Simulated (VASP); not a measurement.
**OsPd4: single point with PBE**

The system is OsPd4.

```
CELL_PARAMETERS angstrom
4.52128 0.00000 0.00000
-2.26064 3.91554 0.00000
0.00000 0.00000 5.22683
ATOMIC_POSITIONS crystal
Pd 0.33333 0.66667 0.00000
Pd 0.66667 0.33333 0.00000
Pd 0.33333 0.66667 0.50000
Pd 0.66667 0.33333 0.50000
Os 0.00000 0.00000 0.50000
```

The cell was built from a structure type or drawn by symmetry, and may not be a known phase.

```json
{
  "Program": "VASP 6.6.1",
  "Task": "single point",
  "Functional": "PBE",
  "Potentials or basis": "VASP PAW PBE potentials, release 64 (Pd, Os)",
  "Cutoff": "600 eV",
  "k mesh": "6 × 6 × 4",
  "Occupations": "gaussian, width 0.1 eV",
  "Spin": "collinear spin",
  "Starting moments": "[1.0, 1.0, 1.0, 1.0, 1.0] μB"
}
```

```yaml
Pressure: 1.0 GPa
Net_moment: 2.60 μB per cell
Site_moments: Pd +0.15, +0.20 (each value once); Os +1.83 μB
Valence_electrons_inside_the_program's_atomic_spheres: Pd 9.27, 9.63 (each value once); Os 6.78
```

Stress tensor (GPa, compression positive):
```
1.34 0.00 0.00
0.00 1.34 0.00
0.00 0.00 0.25
```

Levels at points of the mesh, in eV from the Fermi level:
Spin up:
| k point | band 22 | band 23 | band 24 | band 25 | band 26 | band 27 | band 28 | band 29 |
| --- | --- | --- | --- | --- | --- | --- | --- | --- |
| (0.00, 0.00, 0.00) | -0.82 | -0.82 | -0.33 | -0.33 | 0.05 | 0.54 | 3.85 | 6.84 |
| (0.50, 0.00, 0.00) | -0.53 | -0.36 | 0.12 | 0.26 | 0.54 | 1.06 | 1.60 | 4.34 |
| (0.00, 0.00, 0.50) | -1.59 | -1.28 | -1.10 | -1.10 | -0.45 | -0.45 | 7.67 | 7.85 |
| (0.50, 0.00, 0.50) | -0.79 | -0.75 | -0.52 | -0.22 | 0.47 | 0.74 | 1.06 | 1.37 |
Spin down:
```csv
k point,band 20,band 21,band 22,band 23,band 24,band 25,band 26,band 27
"(0.00, 0.00, 0.00)",-1.35,-0.46,-0.46,0.19,0.52,0.52,0.52,0.73
"(0.50, 0.00, 0.00)",-0.41,-0.41,-0.25,0.40,0.44,0.84,1.10,1.56
"(0.00, 0.00, 0.50)",-1.43,-1.43,-1.42,-1.02,-1.02,0.33,0.59,0.59
"(0.50, 0.00, 0.50)",-0.79,-0.40,-0.12,-0.07,0.42,0.44,0.57,1.29
```

Wall time 100 s on 1 thread of Intel(R) Xeon(R) Platinum 8488C (Sapphire Rapids) (shared host), peak memory 0.34 GiB.

Caveat: spin-orbit coupling is left out, which moves the levels of the heavy elements.
